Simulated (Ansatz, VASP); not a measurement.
InP: VASP beside Ansatz

```
In P
1.0
     0.00000    2.89471    3.01622
     2.89471    0.00000    3.01622
     2.89471    2.89471    0.00000
In P
1 1
Direct
  0.00000 0.00000 0.00000
  0.25000 0.25000 0.25000
```

Change from the starting cell: epitaxial_xy strain -2.0%.

Alike in both runs: task single point; functional r2SCAN; k mesh 8 × 8 × 8; occupations fermi-dirac, width 0.02 eV; non-collinear spin, spin-orbit coupling.

```csv
,VASP,Ansatz
version,VASP 6.6.1,Ansatz 0.2.0
potentials or method,"VASP PAW PBE potentials, release 64 (In_d, P)","plane waves, PAW"
plane-wave cutoff (eV),520,500
valence electrons in the cell,18,18
```

Ansatz gave:

```
pressure (GPa)                                                : 1.2
traceless stress, the component that is largest in VASP (GPa) : -1.32
```

What did VASP give for the same quantities?

Pressure (GPa): 1.2; traceless stress, the component that is largest in VASP (GPa): -1.33.

VASP's potentials were made for PBE, not for r2SCAN. With one functional, cell and mesh, what is left measures potentials, basis and numerics.
